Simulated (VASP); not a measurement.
Input of a VASP 6.6.1 run:

Contents of INCAR:

```
PREC = Accurate
ENCUT = 520
EDIFF = 1E-6
ISMEAR = 0
SIGMA = 0.1
LREAL = F
LASPH = T
NELM = 80
ALGO = Normal
ISIF = 2
LWAVE = F
LCHARG = F
LDIPOL = T
IDIPOL = 3
DIPOL = 0.5 0.5 0.500
GGA = PS
NBANDS = 51
```

KPOINTS

```
regular mesh
0
Gamma
  9 9 1
```

POSCAR

```
Ge
1.0
    3.9969678637      0.0000000000      0.0000000000
   -1.9984839318      3.4614757080      0.0000000000
    0.0000000000      0.0000000000     29.4263442933
Ge
6
Direct
    0.3333333333      0.6666666667      0.3738146978
    0.6666666667      0.3333333333      0.4020200076
    0.6666666667      0.3333333333      0.4858973451
    0.3333333333      0.6666666667      0.5141026549
    0.3333333333      0.6666666667      0.5979799924
    0.6666666667      0.3333333333      0.6261853022
```

Potentials or basis: VASP PAW PBE potentials, release 64 (Ge_d).

Command:

```bash
$ cat potpaw_PBE.64/Ge_d/POTCAR > POTCAR
$ mpirun -np 1 vasp_std > vasp.out
```

Estimate the band gap on the k mesh.

zero (bands 42 and 43 overlap by 0.45 eV).

Estimate the largest force.

0.306 eV/Å.

Forces in eV/Å, atoms in the order of the input:
```
Ge   0.000  0.000  0.133
Ge   0.000  0.000 -0.306
Ge   0.000  0.000  0.149
Ge   0.000  0.000 -0.149
Ge   0.000  0.000  0.306
Ge   0.000  0.000 -0.133
```

Caveat: the PAW data sets were made with another functional, which shifts forces and pressure a little.
